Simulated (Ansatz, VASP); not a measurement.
**MgO: VASP beside Ansatz**

```xyz
2
Lattice="0.0000 2.1610 2.1610 2.1610 0.0000 2.1610 2.1610 2.1610 0.0000" Properties=species:S:1:pos:R:3 pbc="T T T"
Mg    0.0000    0.0000    0.0000
O     2.1610    2.1610    2.1610
```

Alike in both runs: task single point; functional PBE; k mesh 9 × 9 × 9; occupations gaussian, width 0.05 eV; no spin polarisation.

|  | VASP | Ansatz |
| --- | --- | --- |
| version | VASP 6.6.1 | Ansatz 0.2.0 |
| potentials or method | VASP PAW PBE potentials, release 64 (Mg, O), cutoff 600 eV | PAW, plane waves, scalar-relativistic |
| valence electrons in the cell | 8 | 16 |

```tsv
	VASP	Ansatz	Ansatz less VASP
gap on the k mesh at the Fermi level (eV)	4.01	4.03	+0.020
pressure (GPa)	-7.4	-6.5	+1.00
```

VASP's potentials hold 8 valence electrons a cell and Ansatz's 16, so a difference there can come from the potentials and not from the codes.
